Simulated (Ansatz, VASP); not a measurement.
**Two plane-wave programs on Y**

```
Y
1.0
     0.00000    2.38560    2.38560
     2.38560    0.00000    2.38560
     2.38560    2.38560    0.00000
Y
1
Cartesian
  0.0000 0.0000 0.0000
```

Change from the starting cell: strain -0.040 along x and y, -0.040 along z, atoms carried along.

Alike in both runs: task single point; functional r2SCAN; k mesh 16 × 16 × 16; occupations gaussian, width 0.15 eV; no spin polarisation.

|  | VASP | Ansatz |
| --- | --- | --- |
| version | VASP 6.6.1 | Ansatz 0.2.0 |
| potentials or method | VASP PAW PBE potentials, release 64 (Y_sv), cutoff 520 eV | scalar-relativistic, plane waves, PAW |
| valence electrons in the cell | 11 | 11 |

|  | VASP | Ansatz | Ansatz less VASP |
| --- | --- | --- | --- |
| gap on the k mesh at the Fermi level (eV) | none | none | - |
| pressure (GPa) | 10.3 | 10.3 | -0.07 |

VASP's potentials were made for PBE, not for r2SCAN. A gap of «none» marks a metal or a gap that the smearing closes.
